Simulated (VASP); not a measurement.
## BeTe: relaxation of cell and atoms with PBE

Crystal: BeTe.

```
Be Te
1.0
     0.00000    2.67933    2.67933
     2.67933    0.00000    2.67933
     2.67933    2.67933    0.00000
Be Te
1 1
Cartesian
  2.6793 2.6793 2.6793
  0.0000 0.0000 0.0000
```

* Program: VASP 6.6.1
* Task: relaxation of cell and atoms
* Functional: PBE
* Potentials or basis: VASP PAW PBE potentials, release 64 (Be, Te)
* Cutoff: 600 eV
* k mesh: 18 × 18 × 18
* Occupations: gaussian, width 0.1 eV
* Spin: no spin polarisation
* Dipole correction: no
* Further INCAR settings: ALGO = Normal; EDIFF = 1e-06; IBRION = 2; EDIFFG = -0.01; NSW = 100; ISIF = 3

- Relaxed volume: 19.28 Å³/atom
- Relaxed cell: a = 3.792 Å, b = 3.792 Å, c = 3.792 Å, α = 60.00°, β = 60.00°, γ = 60.00°
- Space group after relaxing (to 0.05 Å): Fm-3m (No. 225)
- Energy gained by relaxing: 0.0 meV/atom
- Ionic steps: 2
- Pressure after relaxing: 0.0 GPa
- Band gap on the k mesh: zero (band 4 reaches 7.52 eV, above the bottom of band 5 at 6.30 eV)

Final structure:
```
CELL_PARAMETERS angstrom
0.00000 2.68165 2.68165
2.68165 0.00000 2.68165
2.68165 2.68165 0.00000
ATOMIC_POSITIONS crystal
Be 0.50000 0.50000 0.50000
Te 0.00000 0.00000 0.00000
```

Levels at points of the mesh, in eV from the Fermi level:
| k point | band 1 | band 2 | band 3 | band 4 | band 5 | band 6 | band 7 | band 8 |
| --- | --- | --- | --- | --- | --- | --- | --- | --- |
| (0.00, 0.00, 0.00) | -13.30 | -0.22 | -0.22 | -0.22 | 3.09 | 6.31 | 6.31 | 6.31 |
| (0.50, 0.00, 0.00) | -11.37 | -6.73 | -0.21 | -0.21 | 2.34 | 2.34 | 2.99 | 5.59 |
| (0.50, 0.50, 0.00) | -10.56 | -5.99 | -2.96 | -2.96 | -0.89 | 3.12 | 8.88 | 8.88 |

It took 76 s on 1 thread of Intel(R) Xeon(R) Platinum 8375C CPU @ 2.90GHz (Ice Lake), on a shared host, peak memory 0.24 GiB.

Caveat: spin-orbit coupling is left out, which moves the levels of the heavy elements.
